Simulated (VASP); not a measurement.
# RbCl in VASP: settings compared, part 2 of 2

VASP 6.6.1. Earlier steps stand in the parts before.

**3. Single point, r2SCAN (strain along [111] -1.0%)**

Contents of POSCAR:

```
RbCl
1.0
   -0.0220387521      3.2837740701      3.2837740701
    3.2837740701     -0.0220387521      3.2837740701
    3.2837740701      3.2837740701     -0.0220387521
Rb Cl
1 1
Direct
    0.0000000000      0.0000000000      0.0000000000
    0.5000000000      0.5000000000      0.5000000000
```

Contents of INCAR.step1:

```
SYSTEM = RbCl
PREC = Accurate
ENCUT = 550
ISMEAR = 0
SIGMA = 0.01
LREAL = .False.
LASPH = .True.
NELM = 120
NBANDS = 15
GGA = PE
ALGO = Normal
EDIFF = 1E-5
LWAVE = .True.
LCHARG = .False.
GGA_COMPAT = .False.
```

Contents of INCAR.step2:

```
SYSTEM = RbCl
PREC = Accurate
ENCUT = 550
EDIFF = 1E-6
ISMEAR = 0
SIGMA = 0.01
LREAL = .False.
LASPH = .True.
NELM = 120
ALGO = Normal
ISIF = 2
LWAVE = .False.
LCHARG = .True.
METAGGA = R2SCAN
LMIXTAU = .True.
LELF = .True.
LVHAR = .True.
NBANDS = 15
ISTART = 1
GGA_COMPAT = .False.
```

Contents of KPOINTS:

```
Automatic mesh
0
Gamma
  6 6 6
  0 0 0
```

Potentials or basis: VASP PAW PBE potentials, release 64 (Rb_sv, Cl).

The run is started by

```
cat potpaw_PBE.64/Rb_sv/POTCAR potpaw_PBE.64/Cl/POTCAR > POTCAR
cp INCAR.step1 INCAR
mpirun -np 1 vasp_std > vasp.out
cp INCAR.step2 INCAR
mpirun -np 1 vasp_std > vasp.out
```

OUTCAR:

```text
SYSTEM = RbCl
   PREC = Accurate
   ENCUT = 550
   EDIFF = 1E-6
   ISMEAR = 0
   LREAL = .False.
   LASPH = .True.
   NELM = 120
   ISIF = 2
   METAGGA = R2SCAN
   ISTART = 1

 ion  position               nearest neighbor table
   1  0.000  0.000  0.000-   2 3.29   2 3.29   2 3.29   2 3.29   2 3.29   2 3.29
   2  0.500  0.500  0.500-   1 3.29   1 3.29   1 3.29   1 3.29   1 3.29   1 3.29

  LATTYP: Found a trigonal (rhomboedric) cell.
 ALAT       =     4.6440101199
 COS(alpha) =     0.4932774813

  Lattice vectors:

 A1 = (  -0.0220387521,   3.2837740701,   3.2837740701)
 A2 = (   3.2837740701,  -0.0220387521,   3.2837740701)
 A3 = (   3.2837740701,   3.2837740701,  -0.0220387521)

Analysis of symmetry for initial positions (statically):
=====================================================================
 Subroutine PRICEL returns:
 Original cell was already a primitive cell.

 Routine SETGRP: Setting up the symmetry group for a
 trigonal (rhombohedral) supercell.

 Subroutine GETGRP returns: Found 12 space group operations
 (whereof 12 operations were pure point group operations)
 out of a pool of 12 trial point group operations.

The static configuration has the point symmetry D_3d.

Analysis of symmetry for dynamics (positions and initial velocities):
=====================================================================
 Subroutine PRICEL returns:
 Original cell was already a primitive cell.

 Routine SETGRP: Setting up the symmetry group for a
 trigonal (rhombohedral) supercell.

 Subroutine GETGRP returns: Found 12 space group operations
 (whereof 12 operations were pure point group operations)
 out of a pool of 12 trial point group operations.

The dynamic configuration has the point symmetry D_3d.

 Subroutine INISYM returns: Found 12 space group operations
 (whereof 12 operations are pure point group operations),
 and found     1 'primitive' translations

[... 120 lines left out ...]
   LHFCALC =     F    Hartree Fock is set to
   AEXX    =    0.0000 exact exchange contribution
   IVDW    =     0    specifies the selected vdW correction
   LEPSILON=     F    determine dielectric tensor
   LRPA    =     F    only Hartree local field effects (RPA)
 non-spin polarized calculation
 Gauss-broadening in eV      SIGMA  =   0.01
  energy-cutoff  :      550.00
  volume of cell :       71.53
 maximum number of plane-waves:      2112
   NGX = 17   NGY = 17   NGZ = 17

 number of electron      16.0000001 magnetization

 Free energy of the ion-electron system (eV)
  ---------------------------------------------------
  ext. energy  EPLUGINS =         0.00000000
  ---------------------------------------------------
  free energy    TOTEN  =       -24.38487697 eV

  energy without entropy =      -24.38487697  energy(sigma->0) =      -24.38487697

 E-fermi :  -2.1883     XC(G=0):  -7.7630

 val. band max:       -2.3019668661   @ k =   0.0000   0.0000   0.0000
 cond. band min:       3.2775902083   @ k =   0.0000   0.0000   0.0000
 fundamental gap:      5.5795570744
 Fermi energy:        -2.1882742509

 k-point     1 :       0.0000    0.0000    0.0000
  band No.  band energies     occupation
      1     -26.9578      2.00000
      2     -14.8534      2.00000
      3     -10.4608      2.00000
      4     -10.4608      2.00000
      5     -10.4603      2.00000
      6      -2.3146      2.00000
      7      -2.3146      2.00000
      8      -2.3020      2.00000
      9       3.2776      0.00000
     10       6.2717      0.00000
     11       6.2717      0.00000
     12       6.3604      0.00000
     13       7.4714      0.00000
     14       7.4714      0.00000
[... 401 lines left out ...]
      2     -14.8301      2.00000
      3     -10.6754      2.00000
      4     -10.5981      2.00000
      5     -10.4760      2.00000
      6      -2.6598      2.00000
      7      -2.5995      2.00000
      8      -2.4899      2.00000
      9       5.0662      0.00000
     10       6.7460      0.00000
     11       7.3374      0.00000
     12       8.4314      0.00000
     13       9.4299      0.00000
     14      10.2330      0.00000
     15      10.7058      0.00000

 [... further k-points ...]

------------------------ aborting loop because EDIFF is reached ----------------------------------------

  FORCE on cell =-STRESS in cart. coord.  units (eV):
  Direction    XX          YY          ZZ          XY          YZ          ZX
  --------------------------------------------------------------------------------------
  -------------------------------------------------------------------------------------
  Total        0.0928850      0.0928850      0.0928850      0.0135550      0.0135550      0.0135550
  in kB        2.0804443      2.0804443      2.0804443      0.3036061      0.3036061      0.3036061
  external PRESSURE =       2.0804443 kB  Pullay stress =       0.0000000 kB

 VOLUME and BASIS-vectors are now :
 -----------------------------------------------------------------------------
  energy-cutoff  :      550.00
  volume of cell :       71.53
      direct lattice vectors                 reciprocal lattice vectors
    -0.022038752  3.283774070  3.283774070    -0.150739478  0.151757988  0.151757988
     3.283774070 -0.022038752  3.283774070     0.151757988 -0.150739478  0.151757988
     3.283774070  3.283774070 -0.022038752     0.151757988  0.151757988 -0.150739478

 POSITION                                       TOTAL-FORCE (eV/Angst)
 -----------------------------------------------------------------------------------
      0.00000      0.00000      0.00000         0.000000     -0.000000      0.000000
      3.27275      3.27275      3.27275        -0.000000      0.000000     -0.000000
 -----------------------------------------------------------------------------------
    total drift:                                0.000000      0.000000      0.000000

  FREE ENERGIE OF THE ION-ELECTRON SYSTEM (eV)
  ---------------------------------------------------
  free  energy   TOTEN  =       -24.3848769725 eV

  energy  without entropy=      -24.3848769725  energy(sigma->0) =      -24.38487697
```

Wall time 3.6 min (1 thread of Oxide Virtual Turin-like, shared host); peak memory 0.19 GiB.

What came out:

```yaml
Free_energy: -24.3849 eV
Pressure: 0.2 GPa
Band_gap_on_the_k_mesh: 5.58 eV
```

Caveat: the cell differs from its parent crystal (strain along [111] -1.0%); the PAW data sets were made with another functional, which shifts forces and pressure a little.

**4. Single point, HSE06**

This run uses another cell than the first one, of 36.13 Å³/atom.

Contents of POSCAR:

```
RbCl
1.0
    0.0000000000      3.3058128222      3.3058128222
    3.3058128222      0.0000000000      3.3058128222
    3.3058128222      3.3058128222      0.0000000000
Rb Cl
1 1
Direct
    0.0000000000      0.0000000000      0.0000000000
    0.5000000000      0.5000000000      0.5000000000
```

Contents of INCAR.step1:

```
ALGO     = Normal         # electronic algorithm
EDIFF    = 1E-5           # SCF threshold, eV
ENCUT    = 400            # plane-wave cutoff, eV
GGA      = PE             # functional
GGA_COMPAT= F            
ISIF     = 2              # what is computed and relaxed
ISMEAR   = 0              # smearing method
LASPH    = T              # aspherical terms in the spheres
LREAL    = F              # projectors in reciprocal space
LWAVE    = T              # write WAVECAR
NBANDS   = 15             # bands
NELM     = 120            # most SCF steps
PREC     = Accurate       # precision mode
SIGMA    = 0.01           # smearing width, eV
```

Contents of INCAR.step2:

```
ALGO     = Normal         # electronic algorithm
EDIFF    = 1E-6           # SCF threshold, eV
ENCUT    = 400            # plane-wave cutoff, eV
GGA      = PE             # functional
GGA_COMPAT= F            
HFSCREEN = 0.2079         # screening, 1/A
ISIF     = 2              # what is computed and relaxed
ISMEAR   = 0              # smearing method
ISTART   = 1            
LASPH    = T              # aspherical terms in the spheres
LCHARG   = T              # write CHGCAR
LELF     = T              # ELF
LHFCALC  = T              # exact exchange
LREAL    = F              # projectors in reciprocal space
LVHAR    = T            
LWAVE    = F              # write WAVECAR
NBANDS   = 15             # bands
NELM     = 120            # most SCF steps
PREC     = Accurate       # precision mode
PRECFOCK = Normal       
SIGMA    = 0.01           # smearing width, eV
```

Contents of KPOINTS:

```
k-points
0
Gamma
  4 4 4
```

Potentials or basis: VASP PAW PBE potentials, release 64 (Rb_sv, Cl).

The run is started by

```
cat potpaw_PBE.64/Rb_sv/POTCAR potpaw_PBE.64/Cl/POTCAR > POTCAR
cp INCAR.step1 INCAR
mpirun -np 1 vasp_std > vasp.out
cp INCAR.step2 INCAR
mpirun -np 1 vasp_std > vasp.out
```

OUTCAR:

```text
EDIFF = 1E-6
   ENCUT = 400
   GGA = PE
   HFSCREEN = 0.2079
   ISIF = 2
   ISMEAR = 0
   ISTART = 1
   LASPH = T
   LHFCALC = T
   LREAL = F
   NELM = 120
   PREC = Accurate
   PRECFOCK = Normal

 ion  position               nearest neighbor table
   1  0.000  0.000  0.000-   2 3.31   2 3.31   2 3.31   2 3.31   2 3.31   2 3.31
   2  0.500  0.500  0.500-   1 3.31   1 3.31   1 3.31   1 3.31   1 3.31   1 3.31

[... 323 lines left out ...]
     15      10.8675      0.00000

------------------------ aborting loop because EDIFF is reached ----------------------------------------

  FORCE on cell =-STRESS in cart. coord.  units (eV):
  Direction    XX          YY          ZZ          XY          YZ          ZX
  --------------------------------------------------------------------------------------
  -------------------------------------------------------------------------------------
  Total        0.1569790      0.1569790      0.1569790     -0.0000000     -0.0000000      0.0000000
  in kB        3.4808672      3.4808672      3.4808672     -0.0000000     -0.0000000      0.0000000
  external PRESSURE =       3.4808672 kB  Pullay stress =       0.0000000 kB

 VOLUME and BASIS-vectors are now :
 -----------------------------------------------------------------------------
  energy-cutoff  :      400.00
  volume of cell :       72.25
      direct lattice vectors                 reciprocal lattice vectors
     0.000000000  3.305812822  3.305812822    -0.151248733  0.151248733  0.151248733
     3.305812822  0.000000000  3.305812822     0.151248733 -0.151248733  0.151248733
     3.305812822  3.305812822  0.000000000     0.151248733  0.151248733 -0.151248733

 POSITION                                       TOTAL-FORCE (eV/Angst)
 -----------------------------------------------------------------------------------
      0.00000      0.00000      0.00000         0.000000     -0.000000      0.000000
      3.30581      3.30581      3.30581        -0.000000      0.000000     -0.000000
 -----------------------------------------------------------------------------------
    total drift:                                0.000000      0.000000      0.000000

  FREE ENERGIE OF THE ION-ELECTRON SYSTEM (eV)
  ---------------------------------------------------
  free  energy   TOTEN  =        -7.7416142977 eV

  energy  without entropy=       -7.7416142977  energy(sigma->0) =       -7.74161430
```

OSZICAR.step1:

```text
N       E                     dE             d eps       ncg     rms          rms(c)
DAV:   1     0.728475405101E+02    0.72848E+02   -0.58826E+03   240   0.759E+02
DAV:   2    -0.204468868203E+01   -0.74892E+02   -0.69145E+02   326   0.156E+02
DAV:   3    -0.692566787341E+01   -0.48810E+01   -0.48567E+01   324   0.403E+01
DAV:   4    -0.703323674150E+01   -0.10757E+00   -0.10756E+00   358   0.638E+00
DAV:   5    -0.703642398204E+01   -0.31872E-02   -0.31872E-02   339   0.903E-01    0.306E+00
DAV:   6    -0.667631544410E+01    0.36011E+00   -0.51239E-01   317   0.345E+00    0.233E+00
DAV:   7    -0.665396560609E+01    0.22350E-01   -0.12549E-01   303   0.182E+00    0.141E+00
DAV:   8    -0.666815129081E+01   -0.14186E-01   -0.16426E-02   294   0.794E-01    0.177E-01
DAV:   9    -0.666922081846E+01   -0.10695E-02   -0.15803E-03   324   0.204E-01    0.104E-01
DAV:  10    -0.666984660714E+01   -0.62579E-03   -0.56512E-04   254   0.143E-01    0.165E-02
DAV:  11    -0.666986361291E+01   -0.17006E-04   -0.29949E-05   289   0.327E-02    0.111E-02
DAV:  12    -0.666986984457E+01   -0.62317E-05   -0.13874E-05   253   0.213E-02
   1 F= -.66698698E+01 E0= -.66698698E+01  d E =-.474693E-32
```

Wall time 5.9 min (1 thread of Oxide Virtual Turin-like, shared host); peak memory 0.23 GiB.

Results:

- Free energy: -7.7416 eV
- Pressure: 0.3 GPa
- Band gap on the k mesh: 6.25 eV

Levels at points of the mesh, in eV from the valence-band top:
```
           k point  band 4  band 5  band 6  band 7  band 8  band 9  band 10  band 11  band 12  band 13
(0.00, 0.00, 0.00)   -8.40   -8.40    0.00    0.00    0.00    6.25     9.39     9.39     9.39    10.46
(0.50, 0.00, 0.00)   -8.41   -8.37   -0.86   -0.34   -0.34    8.99     9.31    11.66    11.66    12.76
(0.50, 0.50, 0.00)   -8.50   -8.50   -0.34   -0.11   -0.11    7.50     9.45    11.00    11.63    11.94
```

Caveat: the PAW data sets were made with another functional, which shifts forces and pressure a little.

**5. Single point, HSE06 (strain along [111] -1.0%)**

Contents of POSCAR:

```
RbCl
1.0
   -0.0220387521      3.2837740701      3.2837740701
    3.2837740701     -0.0220387521      3.2837740701
    3.2837740701      3.2837740701     -0.0220387521
Rb Cl
1 1
Direct
    0.0000000000      0.0000000000      0.0000000000
    0.5000000000      0.5000000000      0.5000000000
```

Contents of INCAR.step1:

```
SYSTEM = RbCl
  PREC = Accurate
  ENCUT = 400
  EDIFF = 1E-5
  ISMEAR = 0
  SIGMA = 0.01
  LREAL = .FALSE.
  LASPH = .TRUE.
  NELM = 120
  ALGO = Normal
  ISIF = 2
  LWAVE = .TRUE.
  LCHARG = .FALSE.
  NBANDS = 15
  GGA = PE
  GGA_COMPAT = .FALSE.
```

Contents of INCAR.step2:

```
SYSTEM = RbCl
  PREC = Accurate
  ENCUT = 400
  EDIFF = 1E-6
  ISMEAR = 0
  SIGMA = 0.01
  LREAL = .FALSE.
  LASPH = .TRUE.
  NELM = 120
  ALGO = Normal
  ISIF = 2
  LWAVE = .FALSE.
  LCHARG = .FALSE.
  GGA = PE
  LHFCALC = .TRUE.
  HFSCREEN = 0.2079
  PRECFOCK = Normal
  NBANDS = 15
  ISTART = 1
  GGA_COMPAT = .FALSE.
```

Contents of KPOINTS:

```
regular mesh
0
G
  4 4 4
  0 0 0
```

The run is started by

```
cat potpaw_PBE.64/Rb_sv/POTCAR potpaw_PBE.64/Cl/POTCAR > POTCAR
cp INCAR.step1 INCAR
mpirun -np 1 vasp_std > vasp.out
cp INCAR.step2 INCAR
mpirun -np 1 vasp_std > vasp.out
```

Wall time 13 min (1 thread of Oxide Virtual Turin-like, shared host); peak memory 0.24 GiB.

The run converged. Its results:

* Free energy: -7.7393 eV
* Pressure: 0.5 GPa
* Band gap on the k mesh: 6.27 eV

Levels at points of the mesh, in eV from the valence-band top:
| k point | band 5 | band 6 | band 7 | band 8 | band 9 | band 10 | band 11 | band 12 |
| --- | --- | --- | --- | --- | --- | --- | --- | --- |
| (0.00, 0.00, 0.00) | -8.39 | -0.01 | -0.01 | 0.00 | 6.27 | 9.36 | 9.36 | 9.45 |
| (0.50, 0.00, 0.00) | -8.35 | -0.89 | -0.36 | -0.34 | 9.01 | 9.33 | 11.64 | 11.73 |
| (0.50, 0.50, 0.00) | -8.49 | -0.34 | -0.12 | -0.11 | 7.49 | 9.49 | 11.05 | 11.65 |
| (0.50, 0.50, 0.50) | -8.36 | -0.89 | -0.37 | -0.37 | 9.02 | 9.37 | 11.71 | 11.71 |

Caveat: the cell differs from its parent crystal (strain along [111] -1.0%); the PAW data sets were made with another functional, which shifts forces and pressure a little.

**6. Summary**

| level | cell | k mesh | cutoff (eV) | grid for exact exchange (PRECFOCK) | share of exact exchange | screening parameter | gap on the mesh (eV) | pressure (GPa) |
| --- | --- | --- | --- | --- | --- | --- | --- | --- |
| r2SCAN | a = 4.710, b = 4.710, c = 4.675 Å, angles 60.2, 60.2, 59.5°, 2 atoms | 6 × 6 × 6 | 550 | - | - | - | 5.50 | -0.2 |
| r2SCAN | a = 4.644 Å, angles 60.4°, 2 atoms | 6 × 6 × 6 | 550 | - | - | - | 5.58 | 0.2 |
| HSE06 | a = 4.675 Å, angles 60.0°, 2 atoms | 4 × 4 × 4 | 400 | Normal | 0.25 | 0.2079 1/Å | 6.25 | 0.3 |
| HSE06 | a = 4.644 Å, angles 60.4°, 2 atoms | 4 × 4 × 4 | 400 | Normal | 0.25 | 0.2079 1/Å | 6.27 | 0.5 |

Alike in all rows: task single point; potentials or basis VASP PAW PBE potentials, release 64 (Rb_sv, Cl); no spin polarisation; smearing gaussian 0.01 eV.

Caveats: the PAW data sets were made with another functional, which shifts forces and pressure a little.

Total energies depend on the potentials used, so only differences within one code and one set of settings carry meaning.
